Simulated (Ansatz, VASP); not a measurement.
# AlN: VASP beside Ansatz

```
CELL_PARAMETERS angstrom
0.00000 2.18399 2.18399
2.18399 0.00000 2.18399
2.18399 2.18399 0.00000
ATOMIC_POSITIONS crystal
Al 0.00000 0.00000 0.00000
N 0.25000 0.25000 0.25000
```

Alike in both runs: task relaxation of cell and atoms; functional PBEsol-based screened hybrid; k mesh 5 × 5 × 5; occupations fermi-dirac, width 0.05 eV; no spin polarisation.

```csv
,VASP,Ansatz
version,VASP 6.6.1,Ansatz 0.2.0
potentials or method,"VASP PAW PBE potentials, release 64 (Al, N)",Ansatz PAW
plane-wave cutoff (eV),600,420
valence electrons in the cell,8,8
```

```csv
,VASP,Ansatz,Ansatz less VASP
"gap on the k mesh at the Fermi level, each at its own relaxed structure (eV)",5.11,5.11,+0.004
relaxed volume (Å³/atom),10.28,10.28,-0.004
relaxed cell length with the largest relative difference (Å),3.075,3.075,-0.0004
```

VASP's potentials were made for PBE, not for PBEsol-based screened hybrid.

The k mesh is coarse, so the values compare programs but aren't converged. Noted on Ansatz's run: odd divisions of the mesh miss points on the zone boundary, where band edges often lie, so the gap on the mesh can be too wide; the plane-wave basis is chosen anew once the cell has moved, so the energies of steps on either side of that aren't comparable.
